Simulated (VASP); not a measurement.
# Mo (Im-3m) in VASP: notebook, part 3 of 4

VASP 6.6.1. Earlier steps stand in the parts before.

## (4) Electric field gradients, r2SCAN

This run uses another cell than the first one, of 15.89 Å³/atom, 1.063 times its volume.

POSCAR reads:

```
Mo
1.0
   -1.5838089719      1.5838089719      1.5838089719
    1.5838089719     -1.5838089719      1.5838089719
    1.5838089719      1.5838089719     -1.5838089719
Mo
1
Direct
    0.0000000000      0.0000000000      0.0000000000
```

INCAR.step1 reads:

```
PREC = Accurate
ENCUT = 520
ISMEAR = -1
SIGMA = 0.05
LREAL = False
LASPH = True
NELM = 100
NBANDS = 13
GGA = PE
ALGO = Normal
EDIFF = 1E-4
LWAVE = True
LCHARG = False
```

INCAR.step2 reads:

```
PREC = Accurate
ENCUT = 520
EDIFF = 1E-8
ISMEAR = -1
SIGMA = 0.05
LREAL = False
LASPH = True
NELM = 100
ALGO = Normal
ISIF = 2
LWAVE = False
LCHARG = False
METAGGA = R2SCAN
LMIXTAU = True
LEFG = True
NBANDS = 13
ISTART = 1
```

KPOINTS reads:

```
Automatic mesh
0
Gamma
  15 15 15
```

Potentials or basis: VASP PAW PBE potentials, release 64 (Mo_sv).

Run with:

```
cat potpaw_PBE.64/Mo_sv/POTCAR > POTCAR
cp INCAR.step1 INCAR
mpirun -np 1 vasp_std > vasp.out
cp INCAR.step2 INCAR
mpirun -np 1 vasp_std > vasp.out
```

OUTCAR:

```text
PREC = Accurate
   ENCUT = 520
   EDIFF = 1E-8
   ISMEAR = -1
   LREAL = False
   LASPH = True
   NELM = 100
   ISIF = 2
   METAGGA = R2SCAN
   ISTART = 1

 ion  position               nearest neighbor table
   1  0.000  0.000  0.000-

  LATTYP: Found a body centered cubic cell.
 ALAT       =     3.1676179438

  Lattice vectors:

 A1 = (  -1.5838089719,   1.5838089719,   1.5838089719)
 A2 = (   1.5838089719,  -1.5838089719,   1.5838089719)
 A3 = (   1.5838089719,   1.5838089719,  -1.5838089719)

Analysis of symmetry for initial positions (statically):
=====================================================================
 Subroutine PRICEL returns:
 Original cell was already a primitive cell.

 Routine SETGRP: Setting up the symmetry group for a
 body centered cubic supercell.

 Subroutine GETGRP returns: Found 48 space group operations
 (whereof 48 operations were pure point group operations)
 out of a pool of 48 trial point group operations.

The static configuration has the point symmetry O_h .

Analysis of symmetry for dynamics (positions and initial velocities):
=====================================================================
 Subroutine PRICEL returns:
 Original cell was already a primitive cell.

 Routine SETGRP: Setting up the symmetry group for a
 body centered cubic supercell.

 Subroutine GETGRP returns: Found 48 space group operations
 (whereof 48 operations were pure point group operations)
 out of a pool of 48 trial point group operations.

The dynamic configuration has the point symmetry O_h .

 Subroutine INISYM returns: Found 48 space group operations
 (whereof 48 operations are pure point group operations),
 and found     1 'primitive' translations

----------------------------------------------------------------------------------------

                                     Primitive cell

  volume of cell :      15.8916

  direct lattice vectors                    reciprocal lattice vectors
    -1.583808972  1.583808972  1.583808972     0.000000000  0.315694638  0.315694638
     1.583808972 -1.583808972  1.583808972     0.315694638  0.000000000  0.315694638
     1.583808972  1.583808972 -1.583808972     0.315694638  0.315694638  0.000000000

  length of vectors
     2.743237609  2.743237609  2.743237609     0.446459639  0.446459639  0.446459639

  position of ions in fractional coordinates (direct lattice)
     0.000000000  0.000000000  0.000000000

  ion indices of the primitive-cell ions
   primitive index   ion index
                 1           1

----------------------------------------------------------------------------------------

 KPOINTS: Automatic mesh

Automatic generation of k-mesh.
 Grid dimensions read from file:
 generate k-points for:   15   15   15

 Generating k-lattice:

  Cartesian coordinates                     Fractional coordinates (reciprocal lattice)
     0.000000000  0.021046309  0.021046309     0.066666667  0.000000000  0.000000000
[... 71 lines left out ...]
   NUPDOWN=      -1.0000    fix difference up-down
   EMIN   =  10.00;   EMAX   =-10.00  energy-range for DOS
   EFERMI =   0.00;   METHOD = LEGACY
   ISMEAR =    -1;   SIGMA  =   0.05  broadening in eV -4-tet -1-fermi 0-gaus
   EFERMI_NEDOS =   21; number of points for ismear=-14 and -15
   IALGO  =     38    algorithm
   IMIX   =      4    mixing-type and parameters
     AMIX     =   0.40;   BMIX     =  1.00
     AMIX_MAG =   1.60;   BMIX_MAG =  1.00
  volume/ion in A,a.u.               =      15.89       107.24
  Fermi-wavevector in a.u.,A,eV,Ry     =   1.569380  2.965698 33.510508  2.462953
  Thomas-Fermi vector in A             =   2.671271
   LORBIT       =      0    0 simple, 1 ext, 2 COOP (PROOUT), +10 PAW based schemes
   METAGGA = R2SCAN    functional components
   LHFCALC =     F    Hartree Fock is set to
   AEXX    =    0.0000 exact exchange contribution
   IVDW    =     0    specifies the selected vdW correction
   LEPSILON=     F    determine dielectric tensor
   LRPA    =     F    only Hartree local field effects (RPA)
 non-spin polarized calculation
  energy-cutoff  :      520.00
  volume of cell :       15.89
 maximum number of plane-waves:       442
   NGX = 11   NGY = 11   NGZ = 11

 number of electron      14.0000005 magnetization

 Free energy of the ion-electron system (eV)
  ---------------------------------------------------
  ext. energy  EPLUGINS =         0.00000000
  ---------------------------------------------------
  free energy    TOTEN  =       -26.07809249 eV

  energy without entropy =      -26.07309838  energy(sigma->0) =      -26.07559543

 E-fermi :  12.2435     XC(G=0): -14.5325

 val. band max:       12.2429280314   @ k =   0.0667   0.0667   0.0667
 cond. band min:      12.2438297437   @ k =   0.1333   0.0667   0.0000
 fundamental gap:      0.0009017123
 Fermi energy:        12.2435177374

 k-point     1 :       0.0000    0.0000    0.0000
  band No.  band energies     occupation
      1     -50.9404      2.00000
      2     -23.4511      2.00000
      3     -23.4511      2.00000
      4     -23.4511      2.00000
      5       4.6752      2.00000
      6      10.8913      2.00000
      7      10.8913      2.00000
      8      10.8914      2.00000
      9      14.1699      0.00000
     10      14.1699      0.00000
     11      27.7545      0.00000
     12      27.7545      0.00000
     13      27.7545      0.00000
[... 354 lines left out ...]
  band No.  band energies     occupation
      1     -50.6446      2.00000
      2     -24.7096      2.00000
      3     -24.1139      2.00000
      4     -23.5970      2.00000
      5       7.8158      2.00000
      6       9.1037      2.00000
      7      11.2471      2.00000
      8      13.9904      0.00000
      9      15.1572      0.00000
     10      19.9023      0.00000
     11      23.3632      0.00000
     12      25.5488      0.00000
     13      29.2097      0.00000

 [... further k-points ...]

------------------------ aborting loop because EDIFF is reached ----------------------------------------

  FORCE on cell =-STRESS in cart. coord.  units (eV):
  Direction    XX          YY          ZZ          XY          YZ          ZX
  --------------------------------------------------------------------------------------
  -------------------------------------------------------------------------------------
  Total       -0.3030138     -0.3030138     -0.3030138      0.0000000      0.0000000     -0.0000000
  in kB      -30.5495308    -30.5495308    -30.5495308      0.0000000      0.0000000     -0.0000000
  external PRESSURE =     -30.5495308 kB  Pullay stress =       0.0000000 kB

 VOLUME and BASIS-vectors are now :
 -----------------------------------------------------------------------------
  energy-cutoff  :      520.00
  volume of cell :       15.89
      direct lattice vectors                 reciprocal lattice vectors
    -1.583808972  1.583808972  1.583808972     0.000000000  0.315694638  0.315694638
     1.583808972 -1.583808972  1.583808972     0.315694638  0.000000000  0.315694638
     1.583808972  1.583808972 -1.583808972     0.315694638  0.315694638  0.000000000

 POSITION                                       TOTAL-FORCE (eV/Angst)
 -----------------------------------------------------------------------------------
      0.00000      0.00000      0.00000         0.000000      0.000000      0.000000
 -----------------------------------------------------------------------------------
    total drift:                                0.000000     -0.000000      0.000000

  FREE ENERGIE OF THE ION-ELECTRON SYSTEM (eV)
  ---------------------------------------------------
  free  energy   TOTEN  =       -26.0780924874 eV

  energy  without entropy=      -26.0730983816  energy(sigma->0) =      -26.07559543

 Electric field gradients (V/A^2)
---------------------------------------------------------------------
 ion       V_xx      V_yy      V_zz      V_xy      V_xz      V_yz
---------------------------------------------------------------------
   1      -0.000     0.000    -0.000    -0.000    -0.000    -0.000
---------------------------------------------------------------------

 Electric field gradients after diagonalization (V/A^2)
 (convention: |V_zz| > |V_xx| > |V_yy|)
----------------------------------------------------------------------
 ion       V_xx      V_yy      V_zz     asymmetry (V_yy - V_xx)/ V_zz
----------------------------------------------------------------------
   1       0.000     0.000    -0.000       0.000
----------------------------------------------------------------------

           NMR quadrupolar parameters

 Cq : quadrupolar parameter    Cq=e*Q*V_zz/h
 eta: asymmetry parameters     (V_yy - V_xx)/ V_zz
 Q  : nuclear electric quadrupole moment in mb (millibarn)
----------------------------------------------------------------------
 ion       Cq(MHz)       eta       Q (mb)
----------------------------------------------------------------------
   1      -0.000       0.000       1.000
----------------------------------------------------------------------
```

Wall time 38 s (1 thread of Intel Xeon 6975P-C (Granite Rapids), shared host); peak memory 0.14 GiB.

What came out:

```
Free energy            : -26.0781 eV
Pressure               : -3.1 GPa
Band gap on the k mesh : zero (band 7 reaches 16.03 eV, above the bottom of band 8 at 10.89 eV)
```

Caveat: without QUAD_EFG the Cq values of the log hold for a quadrupole moment of 1 mb, not for the nuclei; the PAW data sets were made with another functional, which shifts forces and pressure a little.

## (5) Electric field gradients, r2SCAN (volume scaled by 1.03)

POSCAR reads:

```
Mo
1.0
   -1.5994912687      1.5994912687      1.5994912687
    1.5994912687     -1.5994912687      1.5994912687
    1.5994912687      1.5994912687     -1.5994912687
Mo
1
Direct
    0.0000000000      0.0000000000      0.0000000000
```

INCAR.step1 reads:

```
SYSTEM = Mo
PREC = Accurate
ENCUT = 520
ISMEAR = -1
SIGMA = 0.05
LREAL = .FALSE.
LASPH = .TRUE.
NELM = 60
NBANDS = 13
GGA = PE
ALGO = Normal
EDIFF = 1E-4
LWAVE = .TRUE.
LCHARG = .FALSE.
```

INCAR.step2 reads:

```
SYSTEM = Mo
PREC = Accurate
ENCUT = 520
EDIFF = 1E-8
ISMEAR = -1
SIGMA = 0.05
LREAL = .FALSE.
LASPH = .TRUE.
NELM = 60
ALGO = Normal
ISIF = 2
LWAVE = .FALSE.
LCHARG = .FALSE.
METAGGA = R2SCAN
LMIXTAU = .TRUE.
LEFG = .TRUE.
NBANDS = 13
ISTART = 1
```

KPOINTS reads:

```
regular mesh
0
G
  15 15 15
  0 0 0
```

Potentials or basis: VASP PAW PBE potentials, release 64 (Mo_sv).

Run with:

```
cat potpaw_PBE.64/Mo_sv/POTCAR > POTCAR
cp INCAR.step1 INCAR
mpirun -np 1 vasp_std > vasp.out
cp INCAR.step2 INCAR
mpirun -np 1 vasp_std > vasp.out
```

OUTCAR:

```text
SYSTEM = Mo
   PREC = Accurate
   ENCUT = 520
   EDIFF = 1E-8
   ISMEAR = -1
   LREAL = .FALSE.
   LASPH = .TRUE.
   NELM = 60
   ISIF = 2
   METAGGA = R2SCAN
   ISTART = 1

 ion  position               nearest neighbor table
   1  0.000  0.000  0.000-

  LATTYP: Found a body centered cubic cell.
 ALAT       =     3.1989825374

  Lattice vectors:

 A1 = (  -1.5994912687,   1.5994912687,   1.5994912687)
 A2 = (   1.5994912687,  -1.5994912687,   1.5994912687)
 A3 = (   1.5994912687,   1.5994912687,  -1.5994912687)

Analysis of symmetry for initial positions (statically):
=====================================================================
 Subroutine PRICEL returns:
 Original cell was already a primitive cell.

 Routine SETGRP: Setting up the symmetry group for a
 body centered cubic supercell.

 Subroutine GETGRP returns: Found 48 space group operations
 (whereof 48 operations were pure point group operations)
 out of a pool of 48 trial point group operations.

The static configuration has the point symmetry O_h .

Analysis of symmetry for dynamics (positions and initial velocities):
=====================================================================
 Subroutine PRICEL returns:
 Original cell was already a primitive cell.

 Routine SETGRP: Setting up the symmetry group for a
 body centered cubic supercell.

 Subroutine GETGRP returns: Found 48 space group operations
 (whereof 48 operations were pure point group operations)
 out of a pool of 48 trial point group operations.

The dynamic configuration has the point symmetry O_h .

 Subroutine INISYM returns: Found 48 space group operations
 (whereof 48 operations are pure point group operations),
[... 163 lines left out ...]
     13      27.2417      0.00000
[... 354 lines left out ...]
  band No.  band energies     occupation
      1     -51.1406      2.00000
      2     -25.1261      2.00000
      3     -24.5839      2.00000
      4     -24.1120      2.00000
      5       7.4974      2.00000
      6       8.7536      2.00000
      7      10.7851      2.00000
      8      13.4708      0.00000
      9      14.5775      0.00000
     10      19.1587      0.00000
     11      22.5188      0.00000
     12      24.8114      0.00000
     13      28.4135      0.00000

 [... further k-points ...]

------------------------ aborting loop because EDIFF is reached ----------------------------------------

  FORCE on cell =-STRESS in cart. coord.  units (eV):
  Direction    XX          YY          ZZ          XY          YZ          ZX
  --------------------------------------------------------------------------------------
  -------------------------------------------------------------------------------------
  Total       -1.0574970     -1.0574970     -1.0574970      0.0000000     -0.0000000      0.0000000
  in kB     -103.5104320   -103.5104320   -103.5104320      0.0000000     -0.0000000      0.0000000
  external PRESSURE =    -103.5104320 kB  Pullay stress =       0.0000000 kB

 VOLUME and BASIS-vectors are now :
 -----------------------------------------------------------------------------
  energy-cutoff  :      520.00
  volume of cell :       16.37
      direct lattice vectors                 reciprocal lattice vectors
    -1.599491269  1.599491269  1.599491269     0.000000000  0.312599393  0.312599393
     1.599491269 -1.599491269  1.599491269     0.312599393  0.000000000  0.312599393
     1.599491269  1.599491269 -1.599491269     0.312599393  0.312599393  0.000000000

 POSITION                                       TOTAL-FORCE (eV/Angst)
 -----------------------------------------------------------------------------------
      0.00000      0.00000      0.00000        -0.000000      0.000000     -0.000000
 -----------------------------------------------------------------------------------
    total drift:                                0.000000      0.000000     -0.000000

  FREE ENERGIE OF THE ION-ELECTRON SYSTEM (eV)
  ---------------------------------------------------
  free  energy   TOTEN  =       -26.0579419695 eV

  energy  without entropy=      -26.0529667488  energy(sigma->0) =      -26.05545436

 Electric field gradients (V/A^2)
---------------------------------------------------------------------
 ion       V_xx      V_yy      V_zz      V_xy      V_xz      V_yz
---------------------------------------------------------------------
   1       0.000    -0.000     0.000    -0.000    -0.000    -0.000
---------------------------------------------------------------------

 Electric field gradients after diagonalization (V/A^2)
 (convention: |V_zz| > |V_xx| > |V_yy|)
----------------------------------------------------------------------
 ion       V_xx      V_yy      V_zz     asymmetry (V_yy - V_xx)/ V_zz
----------------------------------------------------------------------
   1       0.000     0.000    -0.000       0.000
----------------------------------------------------------------------

           NMR quadrupolar parameters

 Cq : quadrupolar parameter    Cq=e*Q*V_zz/h
 eta: asymmetry parameters     (V_yy - V_xx)/ V_zz
 Q  : nuclear electric quadrupole moment in mb (millibarn)
----------------------------------------------------------------------
 ion       Cq(MHz)       eta       Q (mb)
----------------------------------------------------------------------
   1      -0.000       0.000       1.000
----------------------------------------------------------------------
```

OSZICAR.step1:

```text
N       E                     dE             d eps       ncg     rms          rms(c)
DAV:   1     0.902828316068E+02    0.90283E+02   -0.81025E+03  3181   0.110E+03
DAV:   2    -0.104801214396E+02   -0.10076E+03   -0.96949E+02  3615   0.308E+02
DAV:   3    -0.116178965586E+02   -0.11378E+01   -0.11348E+01  3415   0.327E+01
DAV:   4    -0.116205265106E+02   -0.26300E-02   -0.26299E-02  3525   0.192E+00
DAV:   5    -0.116205450684E+02   -0.18558E-04   -0.18559E-04  3450   0.141E-01    0.132E+01
DAV:   6    -0.110020363140E+02    0.61851E+00   -0.79482E-01  3190   0.108E+01    0.329E+00
DAV:   7    -0.109257258702E+02    0.76310E-01   -0.13524E-01  3465   0.423E+00    0.102E+00
DAV:   8    -0.109218367477E+02    0.38891E-02   -0.42606E-03  3240   0.824E-01    0.226E-01
DAV:   9    -0.109219149514E+02   -0.78204E-04   -0.10043E-04  2266   0.128E-01
   1 F= -.10921915E+02 E0= -.10919102E+02  d E =-.562544E-02
```

It took 38 s on 1 thread of Intel Xeon 6975P-C (Granite Rapids), shared host; peak memory 0.16 GiB.

Results:

- Free energy: -26.0579 eV
- Pressure: -10.4 GPa
- Band gap on the k mesh: zero (band 7 reaches 15.41 eV, above the bottom of band 8 at 10.48 eV)

Caveat: the cell differs from its parent crystal (volume scaled by 1.03); without QUAD_EFG the Cq values of the log hold for a quadrupole moment of 1 mb, not for the nuclei; the PAW data sets were made with another functional, which shifts forces and pressure a little.

(Continued in part 4 of 4.)
